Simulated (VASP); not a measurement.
Here is a VASP 6.6.1 calculation.

INCAR

```
SYSTEM = SiO2
ALGO     = Normal         ! electronic algorithm
EDIFF    = 1E-6           ! SCF threshold, eV
ENCUT    = 520            ! plane-wave cutoff, eV
GGA      = PE             ! functional
ISIF     = 2              ! what is computed and relaxed
ISMEAR   = -1             ! smearing method
LASPH    = .TRUE.         ! aspherical terms in the spheres
LCHARG   = .TRUE.         ! write CHGCAR
LELF     = .TRUE.         ! ELF
LREAL    = .FALSE.        ! projectors in reciprocal space
LVHAR    = .TRUE.       
LWAVE    = .FALSE.        ! write WAVECAR
NBANDS   = 44             ! bands
NELM     = 100            ! most SCF steps
PREC     = Accurate       ! precision mode
SIGMA    = 0.03           ! smearing width, eV
```

File KPOINTS:

```
k-points
0
G
  5 4 4
  0 0 0
```

Contents of POSCAR:

```
SiO2
1.0
    4.0970000000      0.0000000000      0.0000000000
    0.0000000000      5.0462000000      0.0000000000
    0.0000000000      0.0000000000      4.4946000000
Si O
4 8
Direct
    0.0000000000      0.1522000000      0.2500000000
    0.5000000000      0.3478000000      0.7500000000
    0.0000000000      0.8478000000      0.7500000000
    0.5000000000      0.6522000000      0.2500000000
    0.7336000000      0.6245000000      0.9186000000
    0.7664000000      0.8755000000      0.4186000000
    0.2336000000      0.8755000000      0.0814000000
    0.2664000000      0.6245000000      0.5814000000
    0.2664000000      0.3755000000      0.0814000000
    0.2336000000      0.1245000000      0.5814000000
    0.7664000000      0.1245000000      0.9186000000
    0.7336000000      0.3755000000      0.4186000000
```

Potentials or basis: VASP PAW PBE potentials, release 64 (Si, O).

The run is started by

```bash
$ cat potpaw_PBE.64/Si/POTCAR potpaw_PBE.64/O/POTCAR > POTCAR
$ mpirun -np 1 vasp_std > vasp.out
```

Problem. Estimate the band gap on the k mesh.

Solution. 5.57 eV.

Problem. Estimate the largest force.

Solution. 0.998 eV/Å.

Forces in eV/Å, atoms in the order of the input:
```
Si   0.000 -0.339  0.000
Si   0.000  0.339  0.000
Si   0.000  0.339  0.000
Si   0.000 -0.339  0.000
O   -0.557 -0.811  0.170
O    0.557  0.811  0.170
O   -0.557  0.811 -0.170
O    0.557 -0.811 -0.170
O    0.557  0.811 -0.170
O   -0.557 -0.811 -0.170
O    0.557 -0.811  0.170
O   -0.557  0.811  0.170
```

 PBE gaps usually lie below the measured ones, often by a third to a half.
